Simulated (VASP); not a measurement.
# Lu (P6/mmm) in VASP: a series of runs

Lu is run at these levels: PBE; tasks: single point.

All numbers are computed with VASP 6.6.1; they aren't measurements. Logs are shortened: lines on timing, memory, paths and dates and some standing lists are left out, and cuts for length are marked.

### Step 1. The cell of the first run

It takes space group P6/mmm (No. 191, hexagonal). The conventional cell has a = 5.286 Å, b = 5.286 Å, c = 3.317 Å, α = 90.00°, β = 90.00°, γ = 120.00°. Lu (site symmetry 6/mmm) has 14 Lu at 3.32 to 3.47 Å within 4.4 Å. Within 4.0 Å of Lu (site symmetry -6m2) lie 11 Lu at 3.05 to 3.47 Å.

This isn't the form of Lu at room conditions, which is hcp.

### Step 2. Single point, PBE (26.75 Å³/atom)

INCAR reads:

```
PREC = Accurate
ENCUT = 520
EDIFF = 1E-6
ISMEAR = -1
SIGMA = 0.1
LREAL = F
LASPH = T
NELM = 60
ALGO = Normal
ISIF = 2
LWAVE = F
LCHARG = F
GGA = PE
NBANDS = 44
```

KPOINTS reads:

```
Automatic mesh
0
Gamma
  8 8 10
```

POSCAR reads:

```
Lu
1.0
    5.2859348041      0.0000000000      0.0000000000
   -2.6429674020      4.5777538231      0.0000000000
    0.0000000000      0.0000000000      3.3169875218
Lu
3
Direct
    1.0000000000      1.0000000000      0.0000000000
    0.3333333333      0.6666666667      0.5000000000
    0.6666666667      0.3333333333      0.5000000000
```

Potentials or basis: VASP PAW PBE potentials, release 64 (Lu).

Launch:

```sh
> cat potpaw_PBE.64/Lu/POTCAR > POTCAR
> mpirun -np 1 vasp_std > vasp.out
```

OUTCAR:

```text
PREC = Accurate
   ENCUT = 520
   EDIFF = 1E-6
   ISMEAR = -1
   LREAL = F
   LASPH = T
   NELM = 60
   ISIF = 2
   GGA = PE

 ion  position               nearest neighbor table
   1  0.000  0.000  0.000-   2 3.47   3 3.47   2 3.47   3 3.47   2 3.47   2 3.47   3 3.47   3 3.47
                             3 3.47   3 3.47   2 3.47   2 3.47
   2  0.333  0.667  0.500-   3 3.05   3 3.05   3 3.05   1 3.47   1 3.47   1 3.47   1 3.47   1 3.47
                             1 3.47
   3  0.667  0.333  0.500-   2 3.05   2 3.05   2 3.05   1 3.47   1 3.47   1 3.47   1 3.47   1 3.47
                             1 3.47

  LATTYP: Found a hexagonal cell.
 ALAT       =     5.2859348041
 C/A-ratio  =     0.6275120002

  Lattice vectors:

 A1 = (   5.2859348041,   0.0000000000,   0.0000000000)
 A2 = (  -2.6429674020,   4.5777538231,   0.0000000000)
 A3 = (   0.0000000000,   0.0000000000,   3.3169875218)

Analysis of symmetry for initial positions (statically):
=====================================================================
 Subroutine PRICEL returns:
 Original cell was already a primitive cell.

 Routine SETGRP: Setting up the symmetry group for a
 hexagonal supercell.

 Subroutine GETGRP returns: Found 24 space group operations
 (whereof 24 operations were pure point group operations)
 out of a pool of 24 trial point group operations.

The static configuration has the point symmetry D_6h.

Analysis of symmetry for dynamics (positions and initial velocities):
=====================================================================
 Subroutine PRICEL returns:
 Original cell was already a primitive cell.

 Routine SETGRP: Setting up the symmetry group for a
 hexagonal supercell.

 Subroutine GETGRP returns: Found 24 space group operations
 (whereof 24 operations were pure point group operations)
 out of a pool of 24 trial point group operations.

The dynamic configuration has the point symmetry D_6h.

 Subroutine INISYM returns: Found 24 space group operations
 (whereof 24 operations are pure point group operations),
 and found     1 'primitive' translations

----------------------------------------------------------------------------------------

                                     Primitive cell

  volume of cell :      80.2635

[... 80 lines left out ...]
 SYSTEM =  unknown system
   PREC   = accura    normal or accurate (medium, high low for compatibility)
   ISTART =      0    job   : 0-new  1-cont  2-samecut
   ICHARG =      2    charge: 1-file 2-atom 10-const
   ISPIN  =      1    spin polarized calculation?
   LNONCOLLINEAR =      F non collinear calculations
   LSORBIT =      F    spin-orbit coupling
   LASPH  =      T    aspherical Exc in radial PAW
   ENCUT  =  520.0 eV  38.22 Ry    6.18 a.u.   9.83  9.83  6.17*2*pi/ulx,y,z
   NELM   =     60;   NELMIN=  2; NELMDL= -5     # of ELM steps
   EDIFF  = 0.1E-05   stopping-criterion for ELM
   LREAL  =      F    real-space projection
   EDIFFG = 0.1E-04   stopping-criterion for IOM
   NSW    =      0    number of steps for IOM
   IBRION =     -1    ionic relax: 0-MD 1-quasi-New 2-CG
   NFREE  =      0    steps in history (QN), initial steepest desc. (CG)
   ISIF   =      2    stress and relaxation
   ISYM   =      2    0-nonsym 1-usesym 2-fastsym
   POTIM  = 0.5000    time-step for ionic-motion
   TEBEG  =    0.0;   TEEND  =   0.0 temperature during run
   PSTRESS=    0.0 pullay stress
   NELECT =      75.0000    total number of electrons
   NUPDOWN=      -1.0000    fix difference up-down
   EMIN   =  10.00;   EMAX   =-10.00  energy-range for DOS
   EFERMI =   0.00;   METHOD = LEGACY
   ISMEAR =    -1;   SIGMA  =   0.10  broadening in eV -4-tet -1-fermi 0-gaus
   EFERMI_NEDOS =   21; number of points for ismear=-14 and -15
   IALGO  =     38    algorithm
   IMIX   =      4    mixing-type and parameters
     AMIX     =   0.40;   BMIX     =  1.00
     AMIX_MAG =   1.60;   BMIX_MAG =  1.00
  volume/ion in A,a.u.               =      26.75       180.55
  Fermi-wavevector in a.u.,A,eV,Ry     =   1.600501  3.024508 34.852722  2.561603
  Thomas-Fermi vector in A             =   2.697627
   LORBIT       =      0    0 simple, 1 ext, 2 COOP (PROOUT), +10 PAW based schemes
   GGA     = PE    functional components
   LHFCALC =     F    Hartree Fock is set to
   AEXX    =    0.0000 exact exchange contribution
   IVDW    =     0    specifies the selected vdW correction
   LEPSILON=     F    determine dielectric tensor
   LRPA    =     F    only Hartree local field effects (RPA)
 non-spin polarized calculation
  energy-cutoff  :      520.00
  volume of cell :       80.26
 maximum number of plane-waves:      2179
 NGX is ok and might be reduce to    40
   NGX = 19   NGY = 19   NGZ = 13

 number of electron      74.9999997 magnetization

 Free energy of the ion-electron system (eV)
  ---------------------------------------------------
  ext. energy  EPLUGINS =         0.00000000
  ---------------------------------------------------
  free energy    TOTEN  =       -13.27809569 eV

  energy without entropy =      -13.12065476  energy(sigma->0) =      -13.19937523

 E-fermi :   2.4985     XC(G=0): -11.0744

 val. band max:        2.4982467763   @ k =   0.3750   0.1250   0.5000
 cond. band min:       2.5169510698   @ k =   0.3750   0.0000   0.4000
 fundamental gap:      0.0187042935
 Fermi energy:         2.4984897938

 k-point     1 :       0.0000    0.0000    0.0000
  band No.  band energies     occupation
      1     -53.5541      2.00000
      2     -53.4784      2.00000
      3     -53.3706      2.00000
      4     -24.5060      2.00000
      5     -24.5060      2.00000
      6     -24.1971      2.00000
[... 1117 lines left out ...]
     43       4.7891      0.00000
     44       5.7957      0.00000

 [... further k-points ...]
[... 5 lines left out ...]
  --------------------------------------------------------------------------------------
  -------------------------------------------------------------------------------------
  Total        2.4317373      2.4317373      2.2977915      0.0000000     -0.0000000     -0.0000000
  in kB       48.5410501     48.5410501     45.8672948      0.0000000     -0.0000000     -0.0000000
  external PRESSURE =      47.6497983 kB  Pullay stress =       0.0000000 kB

 VOLUME and BASIS-vectors are now :
 -----------------------------------------------------------------------------
  energy-cutoff  :      520.00
  volume of cell :       80.26
      direct lattice vectors                 reciprocal lattice vectors
     5.285934804  0.000000000  0.000000000     0.189181297  0.109223873  0.000000000
    -2.642967402  4.577753823  0.000000000     0.000000000  0.218447745  0.000000000
     0.000000000  0.000000000  3.316987522     0.000000000  0.000000000  0.301478373

 POSITION                                       TOTAL-FORCE (eV/Angst)
 -----------------------------------------------------------------------------------
      0.00000      0.00000      0.00000         0.000000      0.000000      0.000000
     -0.00000      3.05184      1.65849        -0.000000      0.000000      0.000000
      2.64297      1.52592      1.65849         0.000000     -0.000000      0.000000
 -----------------------------------------------------------------------------------
    total drift:                               -0.000000      0.000000      0.000000

  FREE ENERGIE OF THE ION-ELECTRON SYSTEM (eV)
  ---------------------------------------------------
  free  energy   TOTEN  =       -13.2780956942 eV

  energy  without entropy=      -13.1206547637  energy(sigma->0) =      -13.19937523
```

stdout:

```text
POSCAR found type information on POSCAR Lu
 POSCAR found :  1 types and       3 ions
 scaLAPACK will be used
 LDA part: xc-table for (Slater+PW92), standard interpolation
 POSCAR, INCAR and KPOINTS ok, starting setup
 FFT: planning ... GRIDC
 FFT: planning ... GRID_SOFT
 FFT: planning ... GRID
 WAVECAR not read
 entering main loop
```

Wall time 3.3 min (1 thread of Intel Xeon Platinum 8488C (Sapphire Rapids), shared host); peak memory 0.3 GiB.

Results:

| Quantity | Value |
| --- | --- |
| Free energy | -13.2781 eV |
| Pressure | 4.8 GPa |
| Band gap on the k mesh | zero (an odd number of electrons rules out a gap without spin polarisation) |

Stress tensor (GPa, compression positive):
```
4.85 0.00 0.00
0.00 4.85 0.00
0.00 0.00 4.59
```

Caveat: the cell stands under pressure; spin-orbit coupling is left out, which moves the levels of the heavy elements.

### Step 3. Single point, PBE (27.92 Å³/atom)

This run uses another cell than the first one, of 27.92 Å³/atom.

INCAR is that of step 2.

KPOINTS reads:

```
regular mesh
0
Gamma
  8 8 10
```

POSCAR reads:

```
Lu
1.0
    5.3614583621      0.0000000000      0.0000000000
   -2.6807291810      4.6431591429      0.0000000000
    0.0000000000      0.0000000000      3.3643794607
Lu
3
Direct
    1.0000000000      1.0000000000      0.0000000000
    0.3333333333      0.6666666667      0.5000000000
    0.6666666667      0.3333333333      0.5000000000
```

Potentials or basis: VASP PAW PBE potentials, release 64 (Lu).

Launch:

```sh
> cat potpaw_PBE.64/Lu/POTCAR > POTCAR
> mpirun -np 1 vasp_std > vasp.out
```

Run time: 3 min. Hardware: 1 thread of Intel Xeon Platinum 8488C (Sapphire Rapids), shared host; peak memory 0.31 GiB.

It converged, with:

```
Free energy            : -13.3497 eV
Pressure               : 2.1 GPa
Band gap on the k mesh : zero (an odd number of electrons rules out a gap without spin polarisation)
```

Stress tensor (GPa, compression positive):
```
2.15 0.00 0.00
0.00 2.15 0.00
0.00 0.00 2.05
```

Levels at points of the mesh, in eV from the Fermi level:
| k point | band 36 | band 37 | band 38 | band 39 | band 40 | band 41 |
| --- | --- | --- | --- | --- | --- | --- |
| (0.00, 0.00, 0.00) | 0.02 | 0.02 | 0.08 | 0.08 | 0.24 | 2.18 |
| (0.50, 0.00, 0.00) | -2.36 | 0.58 | 0.78 | 0.83 | 0.95 | 1.27 |
| (0.00, 0.00, 0.50) | -1.15 | -1.15 | -0.69 | -0.69 | 2.09 | 2.09 |
| (0.50, 0.00, 0.50) | -0.85 | -0.21 | -0.18 | 0.01 | 0.60 | 1.72 |

Caveat: spin-orbit coupling is left out, which moves the levels of the heavy elements.

The gap in the log of VASP goes by the Fermi energy; the results here count the filled bands.